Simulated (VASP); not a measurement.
Set up this calculation in VASP 6.6.1, as the native input.

| Item | Value |
| --- | --- |
| Task | electric field gradients |
| Functional | r2SCAN |
| Potentials or basis | VASP PAW PBE potentials, release 64 (Ti_sv, O) |
| Cutoff | 520 eV |
| k mesh | 5 × 4 × 4 |
| Occupations | fermi-dirac, width 0.02 eV |
| Spin | no spin polarisation |
| Dipole correction | no |
| Further INCAR settings | ALGO = Normal; EDIFF = 1e-08; NBANDS = 60 |

The system is TiO2.

```
Ti O
1.0
     4.81270    0.00000    0.00000
     0.00000    4.87188    0.00000
    -0.86289    0.00000    4.96659
Ti O
4 8
Cartesian
  0.7198 2.1787 3.5419
  2.7985 4.6146 3.9080
  3.2300 2.6932 1.4247
  1.1513 0.2573 1.0586
  1.3092 3.6167 4.8016
  2.2092 1.1808 2.6483
  2.6406 1.2552 0.1650
  1.7406 3.6911 2.3183
  0.0039 1.5738 1.7460
  4.3774 4.0097 0.7373
  3.9459 3.2981 3.2206
  -0.4276 0.8622 4.2293
```

One way to write it, as run:

POSCAR

```
TiO2
1.0
    4.8126997814      0.0000000000      0.0000000000
    0.0000000000      4.8718844600      0.0000000000
   -0.8628854487      0.0000000000      4.9665942755
Ti O
4 8
Direct
    0.2774352600      0.4471916400      0.7131482700
    0.7225647400      0.9471916400      0.7868517300
    0.7225647400      0.5528083600      0.2868517300
    0.2774352600      0.0528083600      0.2131482700
    0.4453609900      0.7423682600      0.9667718600
    0.5546390100      0.2423682600      0.5332281400
    0.5546390100      0.2576317400      0.0332281400
    0.4453609900      0.7576317400      0.4667718600
    0.0638382200      0.3230344800      0.3515567400
    0.9361617800      0.8230344800      0.1484432600
    0.9361617800      0.6769655200      0.6484432600
    0.0638382200      0.1769655200      0.8515567400
```

INCAR.step1

```
PREC = Accurate ; ENCUT = 520
ISMEAR = -1 ; SIGMA = 0.02
LREAL = F ; LASPH = T
NELM = 100 ; NBANDS = 60
GGA = PE ; ALGO = Normal
EDIFF = 1E-4 ; LWAVE = T
LCHARG = F
```

INCAR.step2

```
PREC = Accurate ; ENCUT = 520
EDIFF = 1E-8 ; ISMEAR = -1
SIGMA = 0.02 ; LREAL = F
LASPH = T ; NELM = 100
ALGO = Normal ; ISIF = 2
LWAVE = F ; LCHARG = F
METAGGA = R2SCAN ; LMIXTAU = T
LEFG = T ; NBANDS = 60
ISTART = 1
```

KPOINTS

```
regular mesh
0
Gamma
  5 4 4
```

Potentials or basis: VASP PAW PBE potentials, release 64 (Ti_sv, O).

Command:

```bash
$ cat potpaw_PBE.64/Ti_sv/POTCAR potpaw_PBE.64/O/POTCAR > POTCAR
$ cp INCAR.step1 INCAR
$ mpirun -np 1 vasp_std > vasp.out
$ cp INCAR.step2 INCAR
$ mpirun -np 1 vasp_std > vasp.out
```

It gave:

| Property | Result |
| --- | --- |
| Pressure | 0.0 GPa |
| Largest force | 0.046 eV/Å |
| Band gap on the k mesh | 2.72 eV, indirect (least direct gap 2.77 eV) |

Caveat: without QUAD_EFG the Cq values of the log hold for a quadrupole moment of 1 mb, not for the nuclei; the PAW data sets were made with another functional, which shifts forces and pressure a little.

Wall time 33 min on 1 thread of AMD EPYC 7R43 64-Core Processor (Zen 3), on a shared host, peak memory 0.29 GiB.
